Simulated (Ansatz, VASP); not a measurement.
**Cr: VASP beside Ansatz**

```
Cr
1.0
    -1.47707    1.47707    1.47707
     1.47707   -1.47707    1.47707
     1.47707    1.47707   -1.47707
Cr
1
Direct
  0.00000 0.00000 0.00000
```

Alike in both runs: task single point; functional BLYP; k mesh 25 × 25 × 25; occupations fermi-dirac, width 0.1 eV; no spin polarisation.

|  | VASP | Ansatz |
| --- | --- | --- |
| version | VASP 6.6.1 | Ansatz 0.2.0 |
| potentials or method | VASP PAW PBE potentials, release 64 (Cr_pv), cutoff 520 eV | plane waves (420 eV) with PAW, scalar-relativistic |
| valence electrons in the cell | 12 | 14 |

|  | VASP | Ansatz | Ansatz less VASP |
| --- | --- | --- | --- |
| pressure (GPa) | -15.3 | -15.2 | +0.10 |

VASP's potentials were made for PBE, not for BLYP. The functional is the same, so the differences come from potentials, cutoffs and numerics. VASP's potentials hold 12 valence electrons a cell and Ansatz's 14, so a difference there can come from the potentials and not from the codes.
